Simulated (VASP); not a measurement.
# WS2 (R3m) in VASP: notebook

Runs on WS2. Level: LDA. Tasks: electric field gradients.

Everything below comes from runs of VASP 6.6.1. Logs are shortened: lines on timing, memory, paths and dates and some standing lists are left out, and cuts for length are marked.

## 1. The cell of the first run

Symmetry: R3m, No. 160, trigonal system. The conventional cell has a = 3.158 Å, b = 3.158 Å, c = 19.045 Å, α = 90.00°, β = 90.00°, γ = 120.00°. Within 3.2 Å of W (site symmetry 3m) lie 6 S at 2.42 to 2.45 Å and 6 W at 3.16 Å. Within 3.3 Å of S (site symmetry 3m) lie 3 W at 2.42 Å and 7 S at 3.16 to 3.22 Å. S (site symmetry 3m) has 3 W at 2.45 Å and 7 S at 3.16 to 3.22 Å within 3.3 Å.

## 2. Electric field gradients, LDA (zz strain of +3 %)

Contents of INCAR:

```
SYSTEM = WS2
PREC = Accurate ; ENCUT = 520
EDIFF = 1E-8 ; ISMEAR = -1
SIGMA = 0.08 ; LREAL = .FALSE.
LASPH = .TRUE. ; NELM = 60
ALGO = Normal ; ISIF = 2
LWAVE = .FALSE. ; LCHARG = .FALSE.
LEFG = .TRUE. ; NBANDS = 20
```

Contents of KPOINTS:

```
regular mesh
0
G
  13 13 13
  0 0 0
```

Contents of POSCAR:

```
WS2
1.0
    1.5790003843      0.9116362969      6.3482299000
   -1.5790003843      0.9116362969      6.3482299000
    0.0000000000     -1.8232725938      6.3482299000
W S
1 2
Direct
    0.0000000000      0.0000000000      0.0000000000
    0.7503000000      0.7503000000      0.7503000000
    0.5810000000      0.5810000000      0.5810000000
```

Potentials or basis: VASP PAW LDA potentials, release 64 (W_sv, S).

On the command line:

```bash
$ cat potpaw_LDA.64/W_sv/POTCAR potpaw_LDA.64/S/POTCAR > POTCAR
$ mpirun -np 1 vasp_std > vasp.out
```

OUTCAR:

```text
SYSTEM = WS2
   PREC = Accurate
   ENCUT = 520
   EDIFF = 1E-8
   ISMEAR = -1
   LREAL = .FALSE.
   LASPH = .TRUE.
   NELM = 60
   ISIF = 2

 ion  position               nearest neighbor table
   1  0.000  0.000  0.000-   2 2.42   2 2.42   2 2.42   3 2.45   3 2.45   3 2.45
   2  0.750  0.750  0.750-   1 2.42   1 2.42   1 2.42
   3  0.581  0.581  0.581-   1 2.45   1 2.45   1 2.45

  LATTYP: Found a trigonal (rhomboedric) cell.
 ALAT       =     6.6048728841
 COS(alpha) =     0.8856949180

  Lattice vectors:

 A1 = (   1.5790003843,   0.9116362969,   6.3482299000)
 A2 = (  -1.5790003843,   0.9116362969,   6.3482299000)
 A3 = (   0.0000000000,  -1.8232725938,   6.3482299000)

Analysis of symmetry for initial positions (statically):
=====================================================================
 Subroutine PRICEL returns:
 Original cell was already a primitive cell.

 Routine SETGRP: Setting up the symmetry group for a
 trigonal (rhombohedral) supercell.

 Subroutine GETGRP returns: Found  6 space group operations
 (whereof  6 operations were pure point group operations)
 out of a pool of 12 trial point group operations.

The static configuration has the point symmetry C_3v.

Analysis of symmetry for dynamics (positions and initial velocities):
=====================================================================
 Subroutine PRICEL returns:
 Original cell was already a primitive cell.

 Routine SETGRP: Setting up the symmetry group for a
 trigonal (rhombohedral) supercell.

 Subroutine GETGRP returns: Found  6 space group operations
 (whereof  6 operations were pure point group operations)
 out of a pool of 12 trial point group operations.

The dynamic configuration has the point symmetry C_3v.

 Subroutine INISYM returns: Found  6 space group operations
 (whereof  6 operations are pure point group operations),
 and found     1 'primitive' translations

----------------------------------------------------------------------------------------

                                     Primitive cell

  volume of cell :      54.8287

  direct lattice vectors                    reciprocal lattice vectors
     1.579000384  0.911636297  6.348229900     0.316656034  0.182821447  0.052508075
    -1.579000384  0.911636297  6.348229900    -0.316656034  0.182821447  0.052508075
     0.000000000 -1.823272594  6.348229900     0.000000000 -0.365642893  0.052508075

  length of vectors
     6.604872884  6.604872884  6.604872884     0.369393860  0.369393860  0.369393860

  position of ions in fractional coordinates (direct lattice)
     0.000000000  0.000000000  0.000000000
     0.750300000  0.750300000  0.750300000
     0.581000000  0.581000000  0.581000000

  ion indices of the primitive-cell ions
   primitive index   ion index
                 1           1
                 2           2
                 3           3

----------------------------------------------------------------------------------------

 KPOINTS: regular mesh

Automatic generation of k-mesh.
 Grid dimensions read from file:
 generate k-points for:   13   13   13

 Generating k-lattice:

  Cartesian coordinates                     Fractional coordinates (reciprocal lattice)
     0.024358156  0.014063188  0.004039083     0.076923077 -0.000000000  0.000000000
    -0.024358156  0.014063188  0.004039083    -0.000000000  0.076923077  0.000000000
     0.000000000 -0.028126376  0.004039083     0.000000000  0.000000000  0.076923077

  Length of vectors
     0.028414912  0.028414912  0.028414912

  Shift w.r.t. Gamma in fractional coordinates (k-lattice)
     0.000000000  0.000000000  0.000000000

 Subroutine IBZKPT returns following result:
 ===========================================

 Found    231 irreducible k-points:

 Following reciprocal coordinates:
            Coordinates               Weight
  0.000000  0.000000  0.000000      1.000000
  0.076923  0.000000  0.000000      6.000000
  0.153846  0.000000  0.000000      6.000000
  0.230769  0.000000 -0.000000      6.000000
  0.307692  0.000000  0.000000      6.000000
  0.384615  0.000000 -0.000000      6.000000
[... 16 lines left out ...]
  0.384615  0.153846 -0.000000     12.000000
  0.461538  0.153846  0.000000     12.000000
 [... further k-points ...]
   k-points           NKPTS =    231   k-points in BZ     NKDIM =    231   number of bands    NBANDS=     20
   number of dos      NEDOS =    301   number of ions     NIONS =      3
   total plane-waves  NPLWV = 125000
   dimension x,y,z NGX =    50 NGY =   50 NGZ =   50
   dimension x,y,z NGXF=   100 NGYF=  100 NGZF=  100
   ions per type =               1   2
   NGX,Y,Z   is equivalent  to a cutoff of  12.59, 12.59, 12.59 a.u.
   NGXF,Y,Z  is equivalent  to a cutoff of  25.17, 25.17, 25.17 a.u.
 SYSTEM =  WS2
   PREC   = accura    normal or accurate (medium, high low for compatibility)
   ISTART =      0    job   : 0-new  1-cont  2-samecut
   ICHARG =      2    charge: 1-file 2-atom 10-const
   ISPIN  =      1    spin polarized calculation?
   LNONCOLLINEAR =      F non collinear calculations
   LSORBIT =      F    spin-orbit coupling
   LASPH  =      T    aspherical Exc in radial PAW
   ENCUT  =  520.0 eV  38.22 Ry    6.18 a.u.  12.28 12.28 12.28*2*pi/ulx,y,z
   NELM   =     60;   NELMIN=  2; NELMDL= -5     # of ELM steps
   EDIFF  = 0.1E-07   stopping-criterion for ELM
   LREAL  =      F    real-space projection
   EDIFFG = 0.1E-06   stopping-criterion for IOM
   NSW    =      0    number of steps for IOM
   IBRION =     -1    ionic relax: 0-MD 1-quasi-New 2-CG
   NFREE  =      0    steps in history (QN), initial steepest desc. (CG)
   ISIF   =      2    stress and relaxation
   ISYM   =      2    0-nonsym 1-usesym 2-fastsym
   POTIM  = 0.5000    time-step for ionic-motion
   TEBEG  =    0.0;   TEEND  =   0.0 temperature during run
   PSTRESS=    0.0 pullay stress
   NELECT =      26.0000    total number of electrons
   NUPDOWN=      -1.0000    fix difference up-down
   EMIN   =  10.00;   EMAX   =-10.00  energy-range for DOS
   EFERMI =   0.00;   METHOD = LEGACY
   ISMEAR =    -1;   SIGMA  =   0.08  broadening in eV -4-tet -1-fermi 0-gaus
   EFERMI_NEDOS =   21; number of points for ismear=-14 and -15
   IALGO  =     38    algorithm
   IMIX   =      4    mixing-type and parameters
     AMIX     =   0.40;   BMIX     =  1.00
     AMIX_MAG =   1.60;   BMIX_MAG =  1.00
  volume/ion in A,a.u.               =      18.28       123.33
  Fermi-wavevector in a.u.,A,eV,Ry     =   1.276625  2.412472 22.174388  1.629772
  Thomas-Fermi vector in A             =   2.409271
   LORBIT       =      0    0 simple, 1 ext, 2 COOP (PROOUT), +10 PAW based schemes
   GGA     = CA    functional components
   LHFCALC =     F    Hartree Fock is set to
   AEXX    =    0.0000 exact exchange contribution
   IVDW    =     0    specifies the selected vdW correction
   LEPSILON=     F    determine dielectric tensor
   LRPA    =     F    only Hartree local field effects (RPA)
 non-spin polarized calculation
  energy-cutoff  :      520.00
  volume of cell :       54.83
 maximum number of plane-waves:      1493
 NGX is ok and might be reduce to    50
   NGX = 25   NGY = 25   NGZ = 25

 number of electron      25.9999999 magnetization

 Free energy of the ion-electron system (eV)
  ---------------------------------------------------
  ext. energy  EPLUGINS =         0.00000000
  ---------------------------------------------------
  free energy    TOTEN  =       -26.16941590 eV

  energy without entropy =      -26.16939275  energy(sigma->0) =      -26.16940433

 E-fermi :   7.2097     XC(G=0): -11.0921

 val. band max:        6.7266939744   @ k =   0.4615   0.4615   0.4615
 cond. band min:       7.8292707201   @ k =  -0.1538   0.1538   0.0000
 fundamental gap:      1.1025767457
 Fermi energy:         7.2097295671

 k-point     1 :       0.0000    0.0000    0.0000
  band No.  band energies     occupation
      1     -67.2526      2.00000
      2     -31.7622      2.00000
      3     -31.5621      2.00000
      4     -31.5621      2.00000
      5      -8.3907      2.00000
      6      -6.6045      2.00000
[... 12 lines left out ...]
     19      14.7759      0.00000
     20      15.0605      0.00000

 k-point     2 :       0.0769    0.0000    0.0000
  band No.  band energies     occupation
      1     -67.2515      2.00000
      2     -31.7584      2.00000
      3     -31.5832      2.00000
      4     -31.5670      2.00000
      5      -8.2899      2.00000
      6      -6.5701      2.00000
[... 12 lines left out ...]
     19      15.1152      0.00000
     20      15.2505      0.00000

 k-point     3 :       0.1538    0.0000    0.0000
  band No.  band energies     occupation
      1     -67.2485      2.00000
      2     -31.7481      2.00000
      3     -31.6413      2.00000
      4     -31.5806      2.00000
      5      -7.9994      2.00000
      6      -6.4707      2.00000
[... 12 lines left out ...]
     19      15.3445      0.00000
     20      15.9302      0.00000

 k-point     4 :       0.2308    0.0000   -0.0000
  band No.  band energies     occupation
      1     -67.2442      2.00000
      2     -31.7335      2.00000
      3     -31.7222      2.00000
      4     -31.5997      2.00000
      5      -7.5554      2.00000
      6      -6.3197      2.00000
[... 12 lines left out ...]
     19      15.2623      0.00000
     20      15.7196      0.00000

 k-point     5 :       0.3077    0.0000    0.0000
  band No.  band energies     occupation
      1     -67.2397      2.00000
      2     -31.8071      2.00000
      3     -31.7178      2.00000
      4     -31.6199      2.00000
      5      -7.0235      2.00000
      6      -6.1423      2.00000
[... 12 lines left out ...]
     19      14.4952      0.00000
     20      14.8136      0.00000
[... 353 lines left out ...]
      6      -6.4087      2.00000
[... 12 lines left out ...]
     19      15.4633      0.00000
     20      15.7253      0.00000

 k-point    22 :       0.3077    0.1538    0.0000
  band No.  band energies     occupation
      1     -67.2420      2.00000
      2     -31.7508      2.00000
      3     -31.7259      2.00000
      4     -31.6224      2.00000
      5      -7.2870      2.00000
      6      -6.2684      2.00000
[... 12 lines left out ...]
     19      15.2184      0.00000
     20      15.8129      0.00000

 k-point    23 :       0.3846    0.1538   -0.0000
  band No.  band energies     occupation
      1     -67.2380      2.00000
      2     -31.8132      2.00000
      3     -31.7121      2.00000
      4     -31.6530      2.00000
      5      -6.7898      2.00000
      6      -6.0955      2.00000
[... 12 lines left out ...]
     19      14.8140      0.00000
     20      15.4159      0.00000

 k-point    24 :       0.4615    0.1538    0.0000
  band No.  band energies     occupation
      1     -67.2347      2.00000
      2     -31.8636      2.00000
      3     -31.7006      2.00000
      4     -31.6791      2.00000
      5      -6.3231      2.00000
      6      -5.9275      2.00000
[... 12 lines left out ...]
     19      14.5476      0.00000
     20      15.2241      0.00000

 [... further k-points ...]

------------------------ aborting loop because EDIFF is reached ----------------------------------------

  FORCE on cell =-STRESS in cart. coord.  units (eV):
  Direction    XX          YY          ZZ          XY          YZ          ZX
  --------------------------------------------------------------------------------------
  -------------------------------------------------------------------------------------
  Total       -2.1586526     -2.1586526     -3.9272939      0.0000000      0.0000000      0.0000000
  in kB      -63.0791156    -63.0791156   -114.7615082      0.0000000      0.0000000      0.0000000
  external PRESSURE =     -80.3065798 kB  Pullay stress =       0.0000000 kB

 VOLUME and BASIS-vectors are now :
 -----------------------------------------------------------------------------
  energy-cutoff  :      520.00
  volume of cell :       54.83
      direct lattice vectors                 reciprocal lattice vectors
     1.579000384  0.911636297  6.348229900     0.316656034  0.182821447  0.052508075
    -1.579000384  0.911636297  6.348229900    -0.316656034  0.182821447  0.052508075
     0.000000000 -1.823272594  6.348229900     0.000000000 -0.365642893  0.052508075

 POSITION                                       TOTAL-FORCE (eV/Angst)
 -----------------------------------------------------------------------------------
      0.00000      0.00000      0.00000         0.000000      0.000000     -0.544338
      0.00000      0.00000     14.28923         0.000000      0.000000     -0.810775
      0.00000      0.00000     11.06496         0.000000     -0.000000      1.355114
 -----------------------------------------------------------------------------------
    total drift:                                0.000000      0.000000      0.000130

  FREE ENERGIE OF THE ION-ELECTRON SYSTEM (eV)
  ---------------------------------------------------
  free  energy   TOTEN  =       -26.1694159049 eV

  energy  without entropy=      -26.1693927548  energy(sigma->0) =      -26.16940433

 Electric field gradients (V/A^2)
---------------------------------------------------------------------
 ion       V_xx      V_yy      V_zz      V_xy      V_xz      V_yz
---------------------------------------------------------------------
   1      68.361    68.361  -136.721     0.000    -0.000    -0.000
   2      20.541    20.541   -41.082     0.000     0.000    -0.000
   3      16.532    16.532   -33.064     0.000     0.000     0.000
---------------------------------------------------------------------

 Electric field gradients after diagonalization (V/A^2)
 (convention: |V_zz| > |V_xx| > |V_yy|)
----------------------------------------------------------------------
 ion       V_xx      V_yy      V_zz     asymmetry (V_yy - V_xx)/ V_zz
----------------------------------------------------------------------
   1      68.361    68.361  -136.721       0.000
   2      20.541    20.541   -41.082       0.000
   3      16.532    16.532   -33.064       0.000
----------------------------------------------------------------------

           NMR quadrupolar parameters

 Cq : quadrupolar parameter    Cq=e*Q*V_zz/h
 eta: asymmetry parameters     (V_yy - V_xx)/ V_zz
 Q  : nuclear electric quadrupole moment in mb (millibarn)
----------------------------------------------------------------------
 ion       Cq(MHz)       eta       Q (mb)
----------------------------------------------------------------------
   1      -0.331       0.000       1.000
   2      -0.099       0.000       1.000
   3      -0.080       0.000       1.000
----------------------------------------------------------------------
```

It took 8.6 min on 1 thread of Intel Xeon 6975P-C (Granite Rapids), shared host; peak memory 0.44 GiB.

What came out:

* Free energy: -26.1694 eV
* Pressure: -8.0 GPa
* Largest force: 1.355 eV/Å
* Band gap on the k mesh: 1.10 eV (least direct gap 2.18 eV)
* Largest electric field gradient by atom: W -136.7; S -41.1, -33.1 V/Å²

Forces in eV/Å, atoms in the order of the input:
```
W    0.000  0.000 -0.544
S    0.000  0.000 -0.811
S    0.000  0.000  1.355
```

Stress tensor (GPa, compression positive):
```
 -6.31   0.00   0.00
  0.00  -6.31   0.00
  0.00   0.00 -11.48
```

Levels at points of the mesh, in eV from the valence-band top:
```
           k point  band 11  band 12  band 13  band 14  band 15  band 16
(0.00, 0.00, 0.00)    -1.81    -1.52    -1.14     2.42     2.42     2.66
```

Electric field gradients, principal values (V/Å²):
```tsv
atom	least	middle	greatest (by size)
1 W	68.361	68.361	-136.721
2 S	20.541	20.541	-41.082
3 S	16.532	16.532	-33.064
```

Caveat: the cell differs from its parent crystal (zz strain of +3 %); the cell stands under tension; without QUAD_EFG the Cq values of the log hold for a quadrupole moment of 1 mb, not for the nuclei; spin-orbit coupling is left out, which moves the levels of the heavy elements; an odd mesh through Γ misses points on the zone boundary, where band edges can lie; forces of over 1 eV/Å act on the atoms, so gaps and moduli don't describe the material at rest.

[end of part 1 of 3]
